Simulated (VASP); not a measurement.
Set up this calculation in VASP 6.6.1, as the native input.

| Item | Value |
| --- | --- |
| Task | single point |
| Functional | LDA |
| Potentials or basis | VASP PAW LDA potentials, release 64 (Al, Ga_d, N) |
| Cutoff | 520 eV |
| k mesh | 8 × 8 × 6 |
| Occupations | gaussian, width 0.05 eV |
| Spin | no spin polarisation |
| Dipole correction | no |
| Further INCAR settings | ALGO = Normal; EDIFF = 1e-06; NBANDS = 21 |

The structure of AlGaN2 lies in POSCAR:

```
AlGaN2
1.0
    3.1408770487      0.0000000000      0.0000000000
    0.0000000000      3.1408770487      0.0000000000
    0.0000000000      0.0000000000      4.4901955091
Al Ga N
1 1 2
Direct
    0.5000000000      0.5000000000      0.5000000000
    0.0000000000      0.0000000000      0.0000000000
    0.5000000000      0.0000000000      0.7382648100
    0.0000000000      0.5000000000      0.2617351900
```

This cell differs from its parent crystal: strain +0.000 along x and y, +0.015 along z.

The input as run:

INCAR

```
SYSTEM = AlGaN2
PREC = Accurate
ENCUT = 520
EDIFF = 1E-6
ISMEAR = 0
SIGMA = 0.05
LREAL = .FALSE.
LASPH = .TRUE.
NELM = 60
ALGO = Normal
ISIF = 2
LWAVE = .FALSE.
LCHARG = .FALSE.
NBANDS = 21
```

KPOINTS

```
regular mesh
0
G
  8 8 6
  0 0 0
```

Potentials or basis: VASP PAW LDA potentials, release 64 (Al, Ga_d, N).

Command:

```bash
$ cat potpaw_LDA.64/Al/POTCAR potpaw_LDA.64/Ga_d/POTCAR potpaw_LDA.64/N/POTCAR > POTCAR
$ mpirun -np 1 vasp_std > vasp.out
```

Results of the run:

* Pressure: -6.9 GPa
* Largest force: 0.192 eV/Å
* Band gap on the k mesh: 2.74 eV, direct

Caveat: the cell differs from its parent crystal (strain +0.000 along x and y, +0.015 along z).

It took 17 s on 1 thread of Intel(R) Xeon(R) 6975P-C (Granite Rapids), on a shared host, peak memory 0.18 GiB.
